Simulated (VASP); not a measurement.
# B3N2 (P4/mbm) in VASP: further runs

Runs on B3N2. Level: PBE. Tasks: single point, relaxation of cell and atoms.

Everything below comes from runs of VASP 6.6.1. Logs are shortened: lines on timing, memory, paths and dates and some standing lists are left out, and cuts for length are marked.

### Step 1. The cell of the first run

The structure is tetragonal, space group P4/mbm (No. 127). Conventional cell: a = 5.142 Å, b = 5.142 Å, c = 2.715 Å, α = 90.00°, β = 90.00°, γ = 90.00°. Within 2.7 Å of B (site symmetry 4/m) lie 4 N at 2.06 Å and 8 B at 2.33 Å. Within 2.7 Å of B (site symmetry m2m) lie 6 N at 2.02 to 2.06 Å and 9 B at 2.33 to 2.68 Å. Within 2.3 Å of N (site symmetry m2m) lie 1 N at 1.71 Å and 8 B at 2.02 to 2.06 Å.

### Step 2. Single point, PBE

The input, INCAR:

```
PREC = Accurate
ENCUT = 520
EDIFF = 1E-6
ISMEAR = 0
SIGMA = 0.1
LREAL = F
LASPH = T
NELM = 100
ALGO = Normal
ISIF = 2
LWAVE = F
LCHARG = T
GGA = PE
LELF = T
LVHAR = T
NBANDS = 30
```

The input, KPOINTS:

```
Automatic mesh
0
Gamma
  4 4 6
```

The input, POSCAR:

```
B3N2
1.0
    5.1420074758      0.0000000000      0.0000000000
    0.0000000000      5.1420074758      0.0000000000
    0.0000000000      0.0000000000      2.7149799472
B N
6 4
Direct
    0.0000000000      0.0000000000      0.0000000000
    0.5000000000      0.5000000000      0.0000000000
    0.1768000000      0.6768000000      0.5000000000
    0.3232000000      0.1768000000      0.5000000000
    0.8232000000      0.3232000000      0.5000000000
    0.6768000000      0.8232000000      0.5000000000
    0.3827000000      0.8827000000      0.0000000000
    0.1173000000      0.3827000000      0.0000000000
    0.6173000000      0.1173000000      0.0000000000
    0.8827000000      0.6173000000      0.0000000000
```

Potentials or basis: VASP PAW PBE potentials, release 64 (B, N).

Run with:

```bash
$ cat potpaw_PBE.64/B/POTCAR potpaw_PBE.64/N/POTCAR > POTCAR
$ mpirun -np 1 vasp_std > vasp.out
```

OUTCAR:

```text
PREC = Accurate
   ENCUT = 520
   EDIFF = 1E-6
   ISMEAR = 0
   LREAL = F
   LASPH = T
   NELM = 100
   ISIF = 2
   GGA = PE

 ion  position               nearest neighbor table
   1  0.000  0.000  0.000-
   2  0.500  0.500  0.000-
   3  0.177  0.677  0.500-
   4  0.323  0.177  0.500-
   5  0.823  0.323  0.500-
   6  0.677  0.823  0.500-
   7  0.383  0.883  0.000-   9 1.71
   8  0.117  0.383  0.000-  10 1.71
   9  0.617  0.117  0.000-   7 1.71
  10  0.883  0.617  0.000-   8 1.71

  LATTYP: Found a simple tetragonal cell.
 ALAT       =     5.1420074758
 C/A-ratio  =     0.5280000000

  Lattice vectors:

 A1 = (   5.1420074758,   0.0000000000,   0.0000000000)
 A2 = (   0.0000000000,   5.1420074758,   0.0000000000)
 A3 = (   0.0000000000,   0.0000000000,   2.7149799472)

Analysis of symmetry for initial positions (statically):
=====================================================================
 Subroutine PRICEL returns:
 Original cell was already a primitive cell.

 Routine SETGRP: Setting up the symmetry group for a
 simple tetragonal supercell.

 Subroutine GETGRP returns: Found 16 space group operations
 (whereof  8 operations were pure point group operations)
 out of a pool of 16 trial point group operations.

The static configuration has the point symmetry C_4h.
 The point group associated with its full space group is D_4h.

Analysis of symmetry for dynamics (positions and initial velocities):
=====================================================================
 Subroutine PRICEL returns:
 Original cell was already a primitive cell.

 Routine SETGRP: Setting up the symmetry group for a
 simple tetragonal supercell.

 Subroutine GETGRP returns: Found 16 space group operations
 (whereof  8 operations were pure point group operations)
 out of a pool of 16 trial point group operations.

The dynamic configuration has the point symmetry C_4h.
 The point group associated with its full space group is D_4h.

 Subroutine INISYM returns: Found 16 space group operations
 (whereof  8 operations are pure point group operations),
 and found     1 'primitive' translations

----------------------------------------------------------------------------------------

                                     Primitive cell

  volume of cell :      71.7847

  direct lattice vectors                    reciprocal lattice vectors
     5.142007476  0.000000000  0.000000000     0.194476575  0.000000000  0.000000000
     0.000000000  5.142007476  0.000000000     0.000000000  0.194476575  0.000000000
     0.000000000  0.000000000  2.714979947     0.000000000  0.000000000  0.368326846

  length of vectors
     5.142007476  5.142007476  2.714979947     0.194476575  0.194476575  0.368326846

  position of ions in fractional coordinates (direct lattice)
     0.000000000  0.000000000  0.000000000
     0.500000000  0.500000000  0.000000000
     0.176800000  0.676800000  0.500000000
     0.323200000  0.176800000  0.500000000
     0.823200000  0.323200000  0.500000000
     0.676800000  0.823200000  0.500000000
     0.382700000  0.882700000  0.000000000
     0.117300000  0.382700000  0.000000000
     0.617300000  0.117300000  0.000000000
     0.882700000  0.617300000  0.000000000

  ion indices of the primitive-cell ions
   primitive index   ion index
                 1           1
                 2           2
                 3           3
                 4           4
                 5           5
                 6           6
                 7           7
                 8           8
                 9           9
                10          10

----------------------------------------------------------------------------------------

 KPOINTS: Automatic mesh

Automatic generation of k-mesh.
 Grid dimensions read from file:
 generate k-points for:    4    4    6

 Generating k-lattice:

  Cartesian coordinates                     Fractional coordinates (reciprocal lattice)
     0.048619144  0.000000000  0.000000000     0.250000000  0.000000000  0.000000000
     0.000000000  0.048619144  0.000000000     0.000000000  0.250000000  0.000000000
     0.000000000  0.000000000  0.061387808     0.000000000  0.000000000  0.166666667

  Length of vectors
     0.048619144  0.048619144  0.061387808

  Shift w.r.t. Gamma in fractional coordinates (k-lattice)
     0.000000000  0.000000000  0.000000000

 Subroutine IBZKPT returns following result:
 ===========================================

 Found     24 irreducible k-points:

 Following reciprocal coordinates:
            Coordinates               Weight
  0.000000  0.000000  0.000000      1.000000
  0.250000  0.000000  0.000000      4.000000
  0.500000  0.000000  0.000000      2.000000
  0.250000  0.250000  0.000000      4.000000
  0.500000  0.250000  0.000000      4.000000
  0.500000  0.500000  0.000000      1.000000
[... 16 lines left out ...]
  0.500000  0.250000  0.500000      4.000000
  0.500000  0.500000  0.500000      1.000000
   k-points           NKPTS =     24   k-points in BZ     NKDIM =     24   number of bands    NBANDS=     30
   number of dos      NEDOS =    301   number of ions     NIONS =     10
   total plane-waves  NPLWV =  32000
   dimension x,y,z NGX =    40 NGY =   40 NGZ =   20
   dimension x,y,z NGXF=    80 NGYF=   80 NGZF=   40
   ions per type =               6   4
   NGX,Y,Z   is equivalent  to a cutoff of  12.93, 12.93, 12.25 a.u.
   NGXF,Y,Z  is equivalent  to a cutoff of  25.86, 25.86, 24.49 a.u.
 SYSTEM =  unknown system
   PREC   = accura    normal or accurate (medium, high low for compatibility)
   ISTART =      0    job   : 0-new  1-cont  2-samecut
   ICHARG =      2    charge: 1-file 2-atom 10-const
   ISPIN  =      1    spin polarized calculation?
   LNONCOLLINEAR =      F non collinear calculations
   LSORBIT =      F    spin-orbit coupling
   LASPH  =      T    aspherical Exc in radial PAW
   ENCUT  =  520.0 eV  38.22 Ry    6.18 a.u.   9.56  9.56  5.05*2*pi/ulx,y,z
   NELM   =    100;   NELMIN=  2; NELMDL= -5     # of ELM steps
   EDIFF  = 0.1E-05   stopping-criterion for ELM
   LREAL  =      F    real-space projection
   EDIFFG = 0.1E-04   stopping-criterion for IOM
   NSW    =      0    number of steps for IOM
   IBRION =     -1    ionic relax: 0-MD 1-quasi-New 2-CG
[... 9 lines left out ...]
   EFERMI =   0.00;   METHOD = LEGACY
   ISMEAR =     0;   SIGMA  =   0.10  broadening in eV -4-tet -1-fermi 0-gaus
   EFERMI_NEDOS =   21; number of points for ismear=-14 and -15
   IALGO  =     38    algorithm
   IMIX   =      4    mixing-type and parameters
     AMIX     =   0.40;   BMIX     =  1.00
     AMIX_MAG =   1.60;   BMIX_MAG =  1.00
  volume/ion in A,a.u.               =       7.18        48.44
  Fermi-wavevector in a.u.,A,eV,Ry     =   1.324317  2.502597 23.862116  1.753816
  Thomas-Fermi vector in A             =   2.453861
   LORBIT       =      0    0 simple, 1 ext, 2 COOP (PROOUT), +10 PAW based schemes
   GGA     = PE    functional components
   LHFCALC =     F    Hartree Fock is set to
   AEXX    =    0.0000 exact exchange contribution
   IVDW    =     0    specifies the selected vdW correction
   LEPSILON=     F    determine dielectric tensor
   LRPA    =     F    only Hartree local field effects (RPA)
 non-spin polarized calculation
 Gauss-broadening in eV      SIGMA  =   0.10
  energy-cutoff  :      520.00
  volume of cell :       71.78
 maximum number of plane-waves:      1962
 NGX is ok and might be reduce to    40
   NGX = 19   NGY = 19   NGZ = 11

 number of electron      37.9999998 magnetization

 Free energy of the ion-electron system (eV)
  ---------------------------------------------------
  ext. energy  EPLUGINS =         0.00000000
  ---------------------------------------------------
  free energy    TOTEN  =       -47.21480132 eV

  energy without entropy =      -47.20112456  energy(sigma->0) =      -47.20796294

 E-fermi :   8.0758     XC(G=0): -12.4152

 val. band max:        8.0608717578   @ k =   0.2500   0.2500   0.3333
 cond. band min:       8.1052021288   @ k =   0.0000   0.0000   0.3333
 fundamental gap:      0.0443303710
 Fermi energy:         8.0758377189

 k-point     1 :       0.0000    0.0000    0.0000
  band No.  band energies     occupation
      1     -12.7859      2.00000
      2     -11.0500      2.00000
      3      -7.8610      2.00000
      4      -7.8610      2.00000
      5      -3.4075      2.00000
      6      -2.4462      2.00000
[... 22 lines left out ...]
     29      12.6608      0.00000
     30      12.6748      0.00000

 k-point     2 :       0.2500    0.0000    0.0000
  band No.  band energies     occupation
      1     -12.5873      2.00000
      2     -11.3813      2.00000
      3      -7.8093      2.00000
      4      -7.7850      2.00000
      5      -3.7123      2.00000
      6      -3.6302      2.00000
[... 22 lines left out ...]
     29      12.6301      0.00000
     30      13.0410      0.00000

 k-point     3 :       0.5000    0.0000    0.0000
  band No.  band energies     occupation
      1     -12.0468      2.00000
      2     -12.0468      2.00000
      3      -7.7184      2.00000
      4      -7.7184      2.00000
      5      -4.2037      2.00000
      6      -4.2037      2.00000
[... 22 lines left out ...]
     29      13.0728      0.00000
     30      13.0730      0.00000

 k-point     4 :       0.2500    0.2500    0.0000
  band No.  band energies     occupation
      1     -12.4130      2.00000
      2     -11.5353      2.00000
      3      -8.2352      2.00000
      4      -7.7326      2.00000
      5      -3.9663      2.00000
      6      -2.6896      2.00000
[... 22 lines left out ...]
     29      12.7647      0.00000
     30      12.8619      0.00000

 k-point     5 :       0.5000    0.2500    0.0000
  band No.  band energies     occupation
      1     -11.9715      2.00000
      2     -11.9715      2.00000
      3      -8.1648      2.00000
      4      -8.1648      2.00000
      5      -3.3101      2.00000
      6      -3.3101      2.00000
[... 22 lines left out ...]
     29      13.0754      0.00000
     30      13.0754      0.00000
[... 526 lines left out ...]
     29      12.4580      0.00000
     30      12.4580      0.00000

 k-point    22 :       0.2500    0.2500    0.5000
  band No.  band energies     occupation
      1     -10.6441      2.00000
      2      -9.8678      2.00000
      3      -6.2883      2.00000
      4      -5.8783      2.00000
      5      -4.1426      2.00000
      6      -2.8025      2.00000
[... 22 lines left out ...]
     29      13.1481      0.00000
     30      13.3435      0.00000

 k-point    23 :       0.5000    0.2500    0.5000
  band No.  band energies     occupation
      1     -10.2613      2.00000
      2     -10.2613      2.00000
      3      -6.1852      2.00000
      4      -6.1852      2.00000
      5      -3.4725      2.00000
      6      -3.4725      2.00000
[... 22 lines left out ...]
     29      12.0180      0.00000
     30      12.0180      0.00000

 k-point    24 :       0.5000    0.5000    0.5000
  band No.  band energies     occupation
      1     -10.2076      2.00000
      2     -10.2076      2.00000
      3      -6.4539      2.00000
      4      -6.4539      2.00000
      5      -3.2124      2.00000
      6      -3.2124      2.00000
[... 22 lines left out ...]
     29      13.0478      0.00000
     30      13.0478      0.00000

------------------------ aborting loop because EDIFF is reached ----------------------------------------

  FORCE on cell =-STRESS in cart. coord.  units (eV):
  Direction    XX          YY          ZZ          XY          YZ          ZX
  --------------------------------------------------------------------------------------
  -------------------------------------------------------------------------------------
  Total        3.3636517      3.3636517    -13.7773803      0.0000000      0.0000000      0.0000000
  in kB       75.0740016     75.0740016   -307.5000525      0.0000000      0.0000000      0.0000000
  external PRESSURE =     -52.4506831 kB  Pullay stress =       0.0000000 kB

 VOLUME and BASIS-vectors are now :
 -----------------------------------------------------------------------------
  energy-cutoff  :      520.00
  volume of cell :       71.78
      direct lattice vectors                 reciprocal lattice vectors
     5.142007476  0.000000000  0.000000000     0.194476575  0.000000000  0.000000000
     0.000000000  5.142007476  0.000000000     0.000000000  0.194476575  0.000000000
     0.000000000  0.000000000  2.714979947     0.000000000  0.000000000  0.368326846

 POSITION                                       TOTAL-FORCE (eV/Angst)
 -----------------------------------------------------------------------------------
      0.00000      0.00000      0.00000         0.000000      0.000000     -0.000000
      2.57100      2.57100      0.00000         0.000000      0.000000     -0.000000
      0.90911      3.48011      1.35749         0.582746      0.582746     -0.000000
      1.66190      0.90911      1.35749        -0.582746      0.582746      0.000000
      4.23290      1.66190      1.35749        -0.582746     -0.582746     -0.000000
      3.48011      4.23290      1.35749         0.582746     -0.582746     -0.000000
      1.96785      4.53885      0.00000        -3.160241     -3.160241     -0.000000
      0.60316      1.96785      0.00000         3.160241     -3.160241      0.000000
      3.17416      0.60316      0.00000         3.160241      3.160241     -0.000000
      4.53885      3.17416      0.00000        -3.160241      3.160241     -0.000000
 -----------------------------------------------------------------------------------
    total drift:                                0.000000      0.000000      0.000000

  FREE ENERGIE OF THE ION-ELECTRON SYSTEM (eV)
  ---------------------------------------------------
  free  energy   TOTEN  =       -47.2148013212 eV

  energy  without entropy=      -47.2011245646  energy(sigma->0) =      -47.20796294
```

Wall time 18 s (1 thread of Intel Xeon 6975P-C (Granite Rapids), shared host); peak memory 0.18 GiB.

What came out:

| Property | Result |
| --- | --- |
| Free energy | -47.2148 eV |
| Pressure | -5.2 GPa |
| Largest force | 4.469 eV/Å |
| Band gap on the k mesh | zero (band 19 reaches 8.96 eV, above the bottom of band 20 at 6.65 eV) |

Forces in eV/Å, atoms in the order of the input:
```
B    0.000  0.000  0.000
B    0.000  0.000  0.000
B    0.583  0.583  0.000
B   -0.583  0.583  0.000
B   -0.583 -0.583  0.000
B    0.583 -0.583  0.000
N   -3.160 -3.160  0.000
N    3.160 -3.160  0.000
N    3.160  3.160  0.000
N   -3.160  3.160  0.000
```

Levels at points of the mesh, in eV from the Fermi level:
```tsv
k point	band 17	band 18	band 19	band 20	band 21	band 22
(0.00, 0.00, 0.00)	-1.30	-0.18	-0.18	0.36	0.69	1.72
(0.50, 0.00, 0.00)	-0.35	-0.35	0.89	0.89	1.20	1.20
(0.50, 0.50, 0.00)	-1.17	-1.17	-0.95	-0.95	3.08	3.08
(0.00, 0.00, 0.50)	-2.61	-1.99	-1.80	0.05	0.61	0.61
(0.50, 0.00, 0.50)	-1.92	-1.92	-1.43	-1.43	1.48	1.48
(0.50, 0.50, 0.50)	-1.02	-1.02	-0.48	-0.48	0.36	0.36
```

Caveat: the k points lie up to 0.39 Å⁻¹ apart; forces of over 1 eV/Å act on the atoms, so gaps and moduli don't describe the material at rest.

### Step 3. Relaxation of cell and atoms, PBE

The input, INCAR:

```
  PREC = Accurate
  ENCUT = 600
  EDIFF = 1E-6
  ISMEAR = 0
  SIGMA = 0.1
  LREAL = F
  LASPH = T
  NELM = 80
  ALGO = Normal
  ISIF = 3
  LWAVE = F
  LCHARG = F
  GGA = PE
  IBRION = 2
  NSW = 90
  EDIFFG = -0.04
```

KPOINTS is that of step 2.

POSCAR is that of step 2.

Potentials or basis: VASP PAW PBE potentials, release 64 (B, N).

Run with:

```bash
$ cat potpaw_PBE.64/B/POTCAR potpaw_PBE.64/N/POTCAR > POTCAR
$ mpirun -np 1 vasp_std > vasp.out
```

Wall time 6.7 min (1 thread of Intel Xeon 6975P-C (Granite Rapids), shared host); peak memory 0.21 GiB.

It converged, with:

```yaml
Free_energy: -66.8244 eV
Relaxed_volume: 11.27 Å³/atom
Relaxed_cell: a = 6.521 Å, b = 6.521 Å, c = 2.649 Å, α = 90.00°, β = 90.00°, γ = 90.00°
Space_group_after_relaxing_to_0.05_Å: P4/mbm (No. 127)
Energy_gained_by_relaxing: 1959.8 meV/atom
Ionic_steps: 31
Pressure_after_relaxing: -0.1 GPa
Largest_force_after_relaxing: 0.022 eV/Å
Band_gap_on_the_k_mesh: zero (band 19 reaches 5.89 eV, above the bottom of band 20 at 2.68 eV)
```

Forces in eV/Å, atoms in the order of the input:
```
B    0.000  0.000  0.000
B    0.000  0.000  0.000
B   -0.015 -0.015  0.000
B    0.015 -0.015  0.000
B    0.015  0.015  0.000
B   -0.015  0.015  0.000
N   -0.003 -0.003  0.000
N    0.003 -0.003  0.000
N    0.003  0.003  0.000
N   -0.003  0.003  0.000
```

Stress tensor (GPa, compression positive):
```
-0.28  0.00  0.00
 0.00 -0.28  0.00
 0.00  0.00  0.30
```

The path:
| step | energy change (eV) | largest force (eV/Å) | pressure (GPa) | volume (Å³) |
| --- | --- | --- | --- | --- |
| 1 | 0.0000 | 4.4666 | -5.44 | 71.78 |
| 2 | -6.1956 | 5.3116 | -17.07 | 69.12 |
| 3 | 7.6977 | 16.7435 | 252.00 | 59.45 |
| 4 | -9.1347 | 4.5175 | -10.80 | 67.74 |
| 5 | -11.7265 | 0.8089 | 55.45 | 63.82 |
| 6 | -11.9528 | 2.8531 | 25.75 | 65.05 |
| 7 | -12.0308 | 2.0838 | 37.19 | 64.53 |
| 8 | -14.1193 | 1.1078 | 49.02 | 69.59 |
| 9 | -15.4950 | 1.3459 | 59.53 | 77.88 |
| 10 | -18.8332 | 1.1965 | -1.88 | 96.37 |
| 11 | -18.0580 | 0.2888 | 35.09 | 87.55 |
| 12 | -19.0231 | 0.3011 | 11.45 | 92.96 |
| 13 | -19.0394 | 0.4859 | 8.06 | 93.76 |
| 14 | -19.2347 | 0.5163 | -0.56 | 97.91 |
| 15 | -19.2367 | 0.5136 | -1.39 | 98.32 |
| 16 | -19.3650 | 0.3576 | -0.59 | 100.09 |
| 17 | -19.5387 | 0.0651 | -0.44 | 105.47 |
| 18 | -19.5402 | 0.0961 | -0.52 | 106.00 |
| 19 | -19.5458 | 0.0710 | 2.42 | 105.28 |
| 20 | -19.5481 | 0.0785 | 1.36 | 105.54 |
| 21 | -19.5541 | 0.0657 | 1.21 | 106.00 |
| 22 | -19.5687 | 0.0223 | 0.85 | 107.40 |
| 23 | -19.5817 | 0.1297 | -0.16 | 110.22 |
| 24 | -19.5848 | 0.1320 | 0.80 | 110.82 |
| 25 | -19.5850 | 0.1320 | 0.65 | 110.72 |
| 26 | -19.5881 | 0.1247 | 0.38 | 111.21 |
| 27 | -19.5927 | 0.1010 | -0.42 | 112.62 |
| 28 | -19.5946 | 0.0727 | 0.18 | 112.56 |
| 29 | -19.5947 | 0.0670 | 0.31 | 112.54 |
| 30 | -19.5959 | 0.0559 | 0.22 | 112.57 |
| 31 | -19.5978 | 0.0218 | -0.09 | 112.67 |

Final structure:
```yaml
crystal:
  lattice:
    - [6.52129, 0.00000, 0.00000]
    - [0.00000, 6.52129, 0.00000]
    - [0.00000, 0.00000, 2.64940]
  atoms:
    - { symbol: B, position: [0.00000, 0.00000, 0.00000] }
    - { symbol: B, position: [0.50000, 0.50000, 0.00000] }
    - { symbol: B, position: [0.21483, 0.71483, 0.50000] }
    - { symbol: B, position: [0.28517, 0.21483, 0.50000] }
    - { symbol: B, position: [0.78517, 0.28517, 0.50000] }
    - { symbol: B, position: [0.71483, 0.78517, 0.50000] }
    - { symbol: N, position: [0.21057, 0.71057, 0.00000] }
    - { symbol: N, position: [0.28943, 0.21057, 0.00000] }
    - { symbol: N, position: [0.78943, 0.28943, 0.00000] }
    - { symbol: N, position: [0.71057, 0.78943, 0.00000] }
```

Levels at points of the mesh, in eV from the Fermi level:
| k point | band 14 | band 15 | band 16 | band 17 | band 18 | band 19 | band 20 | band 21 | band 22 | band 23 |
| --- | --- | --- | --- | --- | --- | --- | --- | --- | --- | --- |
| (0.00, 0.00, 0.00) | -5.72 | -5.66 | -5.66 | -4.91 | -1.27 | 0.39 | 0.39 | 2.68 | 3.96 | 3.96 |
| (0.50, 0.00, 0.00) | -6.68 | -5.59 | -5.59 | -3.48 | -3.48 | 2.14 | 2.14 | 2.37 | 2.37 | 4.19 |
| (0.50, 0.50, 0.00) | -6.59 | -6.10 | -6.10 | -2.76 | -2.76 | 0.86 | 0.86 | 3.63 | 3.63 | 4.56 |
| (0.00, 0.00, 0.50) | -3.19 | -2.97 | -2.78 | -2.78 | -2.07 | -1.59 | -0.67 | -0.41 | -0.41 | 2.13 |
| (0.50, 0.00, 0.50) | -3.50 | -3.13 | -3.13 | -2.73 | -2.73 | -0.66 | -0.66 | -0.07 | -0.07 | 0.79 |
| (0.50, 0.50, 0.50) | -3.39 | -3.03 | -3.03 | -2.98 | -2.98 | 0.05 | 0.05 | 0.36 | 0.36 | 0.46 |

Caveat: the k points lie up to 0.40 Å⁻¹ apart in the final cell; the volume moved by over 15 % at a fixed basis, so the end points are rough.
